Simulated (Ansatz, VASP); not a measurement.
Mg in VASP and in Ansatz

File INCAR:

```
  ALGO = Fast
  EDIFF = 1E-7
  ENCUT = 520
  GGA = PS
  ISIF = 2
  ISMEAR = 0
  LASPH = True
  LCHARG = False
  LREAL = False
  LWAVE = False
  NBANDS = 9
  NELM = 100
  PREC = Accurate
  SIGMA = 0.15
```

The input KPOINTS:

```
k-points
0
Gamma
  18 18 10
```

The input POSCAR:

```
Mg
1.0
    2.8482284851      0.0000000000      0.0000000000
   -1.4241142425      2.7793106748      0.0000000000
    0.0000000000      0.0000000000      5.2103300000
Mg
2
Direct
    0.3333333333      0.6666666667      0.2500000000
    0.6666666667      0.3333333333      0.7500000000
```

Input for Ansatz:

```yaml
crystal:
  lattice:
    - [2.8482284851, 0.0, 0.0]
    - [-1.4241142425, 2.7793106748, 0.0]
    - [0.0, 0.0, 5.21033]
  atoms:
    - { symbol: Mg, position: [0.3333333333, 0.6666666667, 0.25] }
    - { symbol: Mg, position: [0.6666666667, 0.3333333333, 0.75] }
basis:
  ecutwfc: 420
kpoints:
  mp_grid: { grid: [18, 18, 10] }
hamiltonian:
  xc: pbesol
scf:
  occupations: { method: gaussian, width: 0.15 }
output:
  forces: true
  stress: true
  eigenvalues: true
```

Change from the starting cell: strain -0.1125 x Voigt [1, 0, 0, 0, 0, 0], atoms carried along.

Alike in both runs: task single point; functional PBEsol; k mesh 18 × 18 × 10; occupations gaussian, width 0.15 eV; no spin polarisation.

|  | VASP | Ansatz |
| --- | --- | --- |
| version | VASP 6.6.1 | Ansatz 0.2.0 |
| potentials or method | VASP PAW PBE potentials, release 64 (Mg), cutoff 520 eV | scalar-relativistic, plane waves, PAW |
| valence electrons in the cell | 4 | 20 |

```csv
,VASP,Ansatz,Ansatz less VASP
gap on the k mesh at the Fermi level (eV),none,none,-
pressure (GPa),4.7,4.6,-0.01
"traceless stress, the component that is largest in VASP (GPa)",6.87,6.80,-0.067
rms of the force components (eV/Å),0.061,0.060,-0.0006
```

VASP's potentials were made for PBE, not for PBEsol. Atom by atom the forces differ by 0.001 eV/Å (rms over components). A gap of «none» marks a metal or a gap that the smearing closes. With one functional, cell and mesh, what is left measures potentials, basis and numerics. VASP's potentials hold 4 valence electrons a cell and Ansatz's 20, so a difference there can come from the potentials and not from the codes.
